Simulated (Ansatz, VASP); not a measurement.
# One calculation of CoO, two programs

```
Co O
1.0
     0.00000    2.13150    2.17413
     2.13150    0.00000    2.17413
     2.13150    2.13150    0.00000
Co O
1 1
Direct
  0.00000 0.00000 0.00000
  0.50000 0.50000 0.50000
```

Change from the starting cell: zz strain of +2 %.

Alike in both runs: task single point; functional PBEsol; k mesh 16 × 16 × 16; occupations fermi-dirac, width 0.05 eV; collinear spin.

|  | VASP | Ansatz |
| --- | --- | --- |
| version | VASP 6.6.1 | Ansatz 0.2.0 |
| potentials or method | VASP PAW PBE potentials, release 64 (Co, O), cutoff 600 eV | all-electron LAPW, scalar-relativistic |

|  | VASP | Ansatz | Ansatz less VASP |
| --- | --- | --- | --- |
| pressure (GPa) | -14.6 | -13.7 | +0.92 |
| traceless stress, the component that is largest in VASP (GPa) | -0.16 | -0.20 | -0.041 |
| net moment per atom (μB) | 1.48 | 1.49 | +0.007 |
| size of the moment on the site where the two differ most (μB) | 2.59 | 2.61 | +0.026 |

VASP's potentials were made for PBE, not for PBEsol. Site moments also hang on the region over which each program counts them. Ansatz ran all-electron here, and VASP with PAW potentials.
